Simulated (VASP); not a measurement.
# Ir3Ru4 (Pm-3m) in VASP: notebook

Ir3Ru4 is run at these levels: PBE; tasks: single point, relaxation of cell and atoms.

All numbers are computed with VASP 6.6.1; they aren't measurements. Logs are shortened: lines on timing, memory, paths and dates and some standing lists are left out, and cuts for length are marked.

### Step 1. The cell of the first run

It takes space group Pm-3m (No. 221, cubic). The conventional cell has a = 4.857 Å, b = 4.857 Å, c = 4.857 Å, α = 90.00°, β = 90.00°, γ = 90.00°. Ru (site symmetry 4/mmm) has 4 Ir at 2.43 Å within 3.2 Å. Within 3.2 Å of Ru (site symmetry m-3m) lie 6 Ir at 2.43 Å. Ir (site symmetry 4/mmm) has 6 Ru at 2.43 Å within 3.2 Å.

### Step 2. Single point, PBE

Input file INCAR:

```
SYSTEM = Ir3Ru4
PREC = Accurate ; ENCUT = 520
EDIFF = 1E-6 ; ISMEAR = 0
SIGMA = 0.1 ; LREAL = .False.
LASPH = .True. ; NELM = 80
ALGO = Normal ; ISIF = 2
LWAVE = .False. ; LCHARG = .False.
GGA = PE ; NBANDS = 50
```

Input file KPOINTS:

```
Automatic mesh
0
Gamma
  4 4 4
  0 0 0
```

Input file POSCAR:

```
Ir3Ru4
1.0
    4.8568088200      0.0000000000      0.0000000000
    0.0000000000      4.8568088200      0.0000000000
    0.0000000000      0.0000000000      4.8568088200
Ru Ir
4 3
Direct
    0.5000000000      0.0000000000      0.0000000000
    0.0000000000      0.5000000000      0.0000000000
    0.0000000000      0.0000000000      0.5000000000
    0.5000000000      0.5000000000      0.5000000000
    0.0000000000      0.5000000000      0.5000000000
    0.5000000000      0.0000000000      0.5000000000
    0.5000000000      0.5000000000      0.0000000000
```

Potentials or basis: VASP PAW PBE potentials, release 64 (Ru_pv, Ir).

Started as:

```sh
$ cat potpaw_PBE.64/Ru_pv/POTCAR potpaw_PBE.64/Ir/POTCAR > POTCAR
$ mpirun -np 1 vasp_std > vasp.out
```

OUTCAR:

```text
SYSTEM = Ir3Ru4
   PREC = Accurate
   ENCUT = 520
   EDIFF = 1E-6
   ISMEAR = 0
   LREAL = .False.
   LASPH = .True.
   NELM = 80
   ISIF = 2
   GGA = PE

 ion  position               nearest neighbor table
   1  0.500  0.000  0.000-   6 2.43   7 2.43   6 2.43   7 2.43
   2  0.000  0.500  0.000-   5 2.43   7 2.43   5 2.43   7 2.43
   3  0.000  0.000  0.500-   5 2.43   6 2.43   5 2.43   6 2.43
   4  0.500  0.500  0.500-   5 2.43   6 2.43   7 2.43   7 2.43   6 2.43   5 2.43
   5  0.000  0.500  0.500-   2 2.43   3 2.43   4 2.43   2 2.43   3 2.43   4 2.43
   6  0.500  0.000  0.500-   1 2.43   3 2.43   4 2.43   1 2.43   4 2.43   3 2.43
   7  0.500  0.500  0.000-   1 2.43   2 2.43   4 2.43   4 2.43   1 2.43   2 2.43

  LATTYP: Found a simple cubic cell.
 ALAT       =     4.8568088200

  Lattice vectors:

 A1 = (   4.8568088200,   0.0000000000,   0.0000000000)
 A2 = (   0.0000000000,   4.8568088200,   0.0000000000)
 A3 = (   0.0000000000,   0.0000000000,   4.8568088200)

Analysis of symmetry for initial positions (statically):
=====================================================================
 Subroutine PRICEL returns:
 Original cell was already a primitive cell.

 Routine SETGRP: Setting up the symmetry group for a
 simple cubic supercell.

 Subroutine GETGRP returns: Found 48 space group operations
 (whereof 48 operations were pure point group operations)
 out of a pool of 48 trial point group operations.

The static configuration has the point symmetry O_h .

Analysis of symmetry for dynamics (positions and initial velocities):
=====================================================================
 Subroutine PRICEL returns:
 Original cell was already a primitive cell.

 Routine SETGRP: Setting up the symmetry group for a
 simple cubic supercell.

 Subroutine GETGRP returns: Found 48 space group operations
 (whereof 48 operations were pure point group operations)
 out of a pool of 48 trial point group operations.

The dynamic configuration has the point symmetry O_h .

 Subroutine INISYM returns: Found 48 space group operations
 (whereof 48 operations are pure point group operations),
 and found     1 'primitive' translations

----------------------------------------------------------------------------------------

                                     Primitive cell

  volume of cell :     114.5653

  direct lattice vectors                    reciprocal lattice vectors
     4.856808820  0.000000000  0.000000000     0.205896513  0.000000000  0.000000000
     0.000000000  4.856808820  0.000000000     0.000000000  0.205896513  0.000000000
     0.000000000  0.000000000  4.856808820     0.000000000  0.000000000  0.205896513

  length of vectors
     4.856808820  4.856808820  4.856808820     0.205896513  0.205896513  0.205896513

  position of ions in fractional coordinates (direct lattice)
     0.500000000  0.000000000  0.000000000
     0.000000000  0.500000000  0.000000000
     0.000000000  0.000000000  0.500000000
     0.500000000  0.500000000  0.500000000
     0.000000000  0.500000000  0.500000000
     0.500000000  0.000000000  0.500000000
     0.500000000  0.500000000  0.000000000

  ion indices of the primitive-cell ions
   primitive index   ion index
                 1           1
                 2           2
                 3           3
                 4           4
                 5           5
                 6           6
                 7           7

----------------------------------------------------------------------------------------

 KPOINTS: Automatic mesh

Automatic generation of k-mesh.
 Grid dimensions read from file:
 generate k-points for:    4    4    4

 Generating k-lattice:

  Cartesian coordinates                     Fractional coordinates (reciprocal lattice)
     0.051474128  0.000000000  0.000000000     0.250000000  0.000000000  0.000000000
     0.000000000  0.051474128  0.000000000     0.000000000  0.250000000  0.000000000
     0.000000000  0.000000000  0.051474128     0.000000000  0.000000000  0.250000000

  Length of vectors
     0.051474128  0.051474128  0.051474128

  Shift w.r.t. Gamma in fractional coordinates (k-lattice)
     0.000000000  0.000000000  0.000000000

 Subroutine IBZKPT returns following result:
 ===========================================

 Found     10 irreducible k-points:

 Following reciprocal coordinates:
            Coordinates               Weight
  0.000000  0.000000  0.000000      1.000000
  0.250000  0.000000  0.000000      6.000000
  0.500000  0.000000  0.000000      3.000000
  0.250000  0.250000  0.000000     12.000000
  0.500000  0.250000  0.000000     12.000000
  0.500000  0.500000  0.000000      3.000000
  0.250000  0.250000  0.250000      8.000000
  0.500000  0.250000  0.250000     12.000000
  0.500000  0.500000  0.250000      6.000000
  0.500000  0.500000  0.500000      1.000000
   k-points           NKPTS =     10   k-points in BZ     NKDIM =     10   number of bands    NBANDS=     50
   number of dos      NEDOS =    301   number of ions     NIONS =      7
   total plane-waves  NPLWV =  46656
   dimension x,y,z NGX =    36 NGY =   36 NGZ =   36
   dimension x,y,z NGXF=    72 NGYF=   72 NGZF=   72
   ions per type =               4   3
   NGX,Y,Z   is equivalent  to a cutoff of  12.32, 12.32, 12.32 a.u.
   NGXF,Y,Z  is equivalent  to a cutoff of  24.65, 24.65, 24.65 a.u.
 SYSTEM =  Ir3Ru4
   PREC   = accura    normal or accurate (medium, high low for compatibility)
   ISTART =      0    job   : 0-new  1-cont  2-samecut
   ICHARG =      2    charge: 1-file 2-atom 10-const
   ISPIN  =      1    spin polarized calculation?
   LNONCOLLINEAR =      F non collinear calculations
   LSORBIT =      F    spin-orbit coupling
   LASPH  =      T    aspherical Exc in radial PAW
   ENCUT  =  520.0 eV  38.22 Ry    6.18 a.u.   9.03  9.03  9.03*2*pi/ulx,y,z
   NELM   =     80;   NELMIN=  2; NELMDL= -5     # of ELM steps
   EDIFF  = 0.1E-05   stopping-criterion for ELM
   LREAL  =      F    real-space projection
[... 7 lines left out ...]
   TEBEG  =    0.0;   TEEND  =   0.0 temperature during run
   PSTRESS=    0.0 pullay stress
   NELECT =      83.0000    total number of electrons
   NUPDOWN=      -1.0000    fix difference up-down
   EMIN   =  10.00;   EMAX   =-10.00  energy-range for DOS
   EFERMI =   0.00;   METHOD = LEGACY
   ISMEAR =     0;   SIGMA  =   0.10  broadening in eV -4-tet -1-fermi 0-gaus
   EFERMI_NEDOS =   21; number of points for ismear=-14 and -15
   IALGO  =     38    algorithm
   IMIX   =      4    mixing-type and parameters
     AMIX     =   0.40;   BMIX     =  1.00
     AMIX_MAG =   1.60;   BMIX_MAG =  1.00
  volume/ion in A,a.u.               =      16.37       110.45
  Fermi-wavevector in a.u.,A,eV,Ry     =   1.470336  2.778532 29.414262  2.161887
  Thomas-Fermi vector in A             =   2.585605
   LORBIT       =      0    0 simple, 1 ext, 2 COOP (PROOUT), +10 PAW based schemes
   GGA     = PE    functional components
   LHFCALC =     F    Hartree Fock is set to
   AEXX    =    0.0000 exact exchange contribution
   IVDW    =     0    specifies the selected vdW correction
   LEPSILON=     F    determine dielectric tensor
   LRPA    =     F    only Hartree local field effects (RPA)
 non-spin polarized calculation
 Gauss-broadening in eV      SIGMA  =   0.10
  energy-cutoff  :      520.00
  volume of cell :      114.57
 maximum number of plane-waves:      3136
   NGX = 19   NGY = 19   NGZ = 19

 number of electron      83.0000045 magnetization

 Free energy of the ion-electron system (eV)
  ---------------------------------------------------
  ext. energy  EPLUGINS =         0.00000000
  ---------------------------------------------------
  free energy    TOTEN  =       -53.30693370 eV

  energy without entropy =      -53.25409878  energy(sigma->0) =      -53.28051624

 E-fermi :   9.2252     XC(G=0): -12.7664

 val. band max:        9.2225732165   @ k =   0.5000   0.5000   0.2500
 cond. band min:       9.2628842916   @ k =   0.2500   0.2500   0.0000
 fundamental gap:      0.0403110751
 Fermi energy:         9.2251701419

 k-point     1 :       0.0000    0.0000    0.0000
  band No.  band energies     occupation
      1     -33.6831      2.00000
      2     -33.6831      2.00000
      3     -33.6831      2.00000
      4     -33.5929      2.00000
      5     -33.5929      2.00000
      6     -33.5929      2.00000
[... 42 lines left out ...]
     49      13.5337      0.00000
     50      13.6808      0.00000

 k-point     2 :       0.2500    0.0000    0.0000
  band No.  band energies     occupation
      1     -33.6986      2.00000
      2     -33.6821      2.00000
      3     -33.6821      2.00000
      4     -33.6126      2.00000
      5     -33.6083      2.00000
      6     -33.5936      2.00000
[... 42 lines left out ...]
     49      11.3126      0.00000
     50      11.3201      0.00000

 k-point     3 :       0.5000    0.0000    0.0000
  band No.  band energies     occupation
      1     -33.7139      2.00000
      2     -33.6812      2.00000
      3     -33.6812      2.00000
      4     -33.6323      2.00000
      5     -33.6262      2.00000
      6     -33.5950      2.00000
[... 42 lines left out ...]
     49      12.4467      0.00000
     50      12.4467      0.00000

 k-point     4 :       0.2500    0.2500    0.0000
  band No.  band energies     occupation
      1     -33.7008      2.00000
      2     -33.6978      2.00000
      3     -33.6812      2.00000
      4     -33.6201      2.00000
      5     -33.6111      2.00000
      6     -33.6086      2.00000
[... 257 lines left out ...]
 k-point     9 :       0.5000    0.5000    0.2500
  band No.  band energies     occupation
      1     -33.7217      2.00000
      2     -33.7217      2.00000
      3     -33.7043      2.00000
      4     -33.6405      2.00000
      5     -33.6297      2.00000
      6     -33.6297      2.00000
[... 42 lines left out ...]
     49       9.6500      0.00000
     50       9.6500      0.00000

 k-point    10 :       0.5000    0.5000    0.5000
  band No.  band energies     occupation
      1     -33.7253      2.00000
      2     -33.7253      2.00000
      3     -33.7253      2.00000
      4     -33.6376      2.00000
      5     -33.6376      2.00000
      6     -33.6376      2.00000
[... 42 lines left out ...]
     49       8.8438      2.00000
     50       8.8438      2.00000

------------------------ aborting loop because EDIFF is reached ----------------------------------------

  FORCE on cell =-STRESS in cart. coord.  units (eV):
  Direction    XX          YY          ZZ          XY          YZ          ZX
  --------------------------------------------------------------------------------------
  -------------------------------------------------------------------------------------
  Total       15.9915088     15.9915088     15.9915088     -0.0000000      0.0000000     -0.0000000
  in kB      223.6387204    223.6387204    223.6387204     -0.0000000      0.0000000     -0.0000000
  external PRESSURE =     223.6387204 kB  Pullay stress =       0.0000000 kB

 VOLUME and BASIS-vectors are now :
 -----------------------------------------------------------------------------
  energy-cutoff  :      520.00
  volume of cell :      114.57
      direct lattice vectors                 reciprocal lattice vectors
     4.856808820  0.000000000  0.000000000     0.205896513  0.000000000  0.000000000
     0.000000000  4.856808820  0.000000000     0.000000000  0.205896513  0.000000000
     0.000000000  0.000000000  4.856808820     0.000000000  0.000000000  0.205896513

 POSITION                                       TOTAL-FORCE (eV/Angst)
 -----------------------------------------------------------------------------------
      2.42840      0.00000      0.00000         0.000000      0.000000      0.000000
      0.00000      2.42840      0.00000         0.000000      0.000000      0.000000
      0.00000      0.00000      2.42840         0.000000      0.000000      0.000000
      2.42840      2.42840      2.42840         0.000000      0.000000      0.000000
      0.00000      2.42840      2.42840         0.000000      0.000000      0.000000
      2.42840      0.00000      2.42840         0.000000      0.000000      0.000000
      2.42840      2.42840      0.00000         0.000000      0.000000      0.000000
 -----------------------------------------------------------------------------------
    total drift:                                0.000000      0.000000     -0.000000

  FREE ENERGIE OF THE ION-ELECTRON SYSTEM (eV)
  ---------------------------------------------------
  free  energy   TOTEN  =       -53.3069337007 eV

  energy  without entropy=      -53.2540987773  energy(sigma->0) =      -53.28051624
```

It took 52 s on 1 thread of Intel Xeon Platinum 8259CL at 2.50GHz (Skylake/Cascade Lake), shared host; peak memory 0.22 GiB.

What came out:

```
Free energy : -53.3069 eV
Pressure    : 22.4 GPa
```

Caveat: the bands computed are all filled at some k points, so no gap is given; spin-orbit coupling is left out, which moves the levels of the heavy elements.

[end of part 1 of 2]
